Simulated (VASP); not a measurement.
Set up this calculation in VASP 6.6.1, as the native input.

```yaml
Task: single point
Functional: PBE
Potentials_or_basis: VASP PAW PBE potentials, release 64 (Cs_sv, C)
Cutoff: 520 eV
k_mesh: 6 × 6 × 4
Occupations: gaussian, width 0.1 eV
Spin: no spin polarisation
Dipole_correction: no
Further_INCAR_settings: ALGO = Normal; EDIFF = 1e-07; NBANDS = 14
```

The structure of CsC lies in POSCAR:

```
CsC
1.0
    4.1043753700      0.0000000000      0.0000000000
   -2.0521876900      3.5544933400      0.0000000000
    0.0000000000      0.0000000000      4.4095696300
Cs C
1 1
Direct
    0.3333333300      0.6666666700      0.5966287300
    0.0000000000      0.0000000000      0.4313492300
```

One way to write it, as run:

INCAR

```
PREC     = Accurate       # precision mode
ENCUT    = 520            # plane-wave cutoff, eV
EDIFF    = 1E-7           # SCF threshold, eV
ISMEAR   = 0              # smearing method
SIGMA    = 0.1            # smearing width, eV
LREAL    = False          # projectors in reciprocal space
LASPH    = True           # aspherical terms in the spheres
NELM     = 100            # most SCF steps
ALGO     = Normal         # electronic algorithm
ISIF     = 2              # what is computed and relaxed
LWAVE    = False          # write WAVECAR
LCHARG   = False          # write CHGCAR
GGA      = PE             # functional
NBANDS   = 14             # bands
```

KPOINTS

```
regular mesh
0
Gamma
  6 6 4
```

Potentials or basis: VASP PAW PBE potentials, release 64 (Cs_sv, C).

The run is started by

```sh
$ cat potpaw_PBE.64/Cs_sv/POTCAR potpaw_PBE.64/C/POTCAR > POTCAR
$ mpirun -np 1 vasp_std > vasp.out
```

It gave:

- Pressure: 5.1 GPa
- Largest force: 0.412 eV/Å

It took 16 s on 1 thread of Intel(R) Xeon(R) Platinum 8259CL CPU @ 2.50GHz (Skylake/Cascade Lake) (shared host), peak memory 0.18 GiB.
